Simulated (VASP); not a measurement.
Crystal: C.

```xyz
4
Lattice="2.4892 0.0000 0.0000 -1.2446 2.1557 0.0000 0.0000 0.0000 4.0945" Properties=species:S:1:pos:R:3 pbc="T T T"
C     0.0000    1.4372   -0.0011
C     1.2446    0.7186    2.0462
C     0.0000    1.4372    1.5325
C     1.2446    0.7186    3.5797
```

This cell differs from its parent crystal: strained cell.

Base run:

* Program: VASP 6.6.1
* Functional: LDA
* Potentials or basis: VASP PAW LDA potentials, release 64 (C_h)
* Cutoff: 910 eV
* k mesh: 9 × 9 × 6
* Occupations: gaussian, width 0.02 eV
* Spin: no spin polarisation

Its results: band gap on the k mesh 3.02 eV, indirect (least direct gap 4.82 eV); pressure 3.4 GPa.

The run is repeated on the same cell with these changes: potentials or basis from VASP PAW LDA potentials, release 64 (C_h) to VASP PAW LDA potentials, release 64 (C); cutoff from 910 eV to 520 eV. What comes out?

Band gap on the k mesh 3.02 eV, indirect (least direct gap 4.82 eV); pressure 4.3 GPa.

Caveats: the cutoff is under 1.25 times the usual one of these potentials, so pressure, stress and relaxed cells hold a basis-set (Pulay) error (some runs).

A k mesh can miss the band edges.
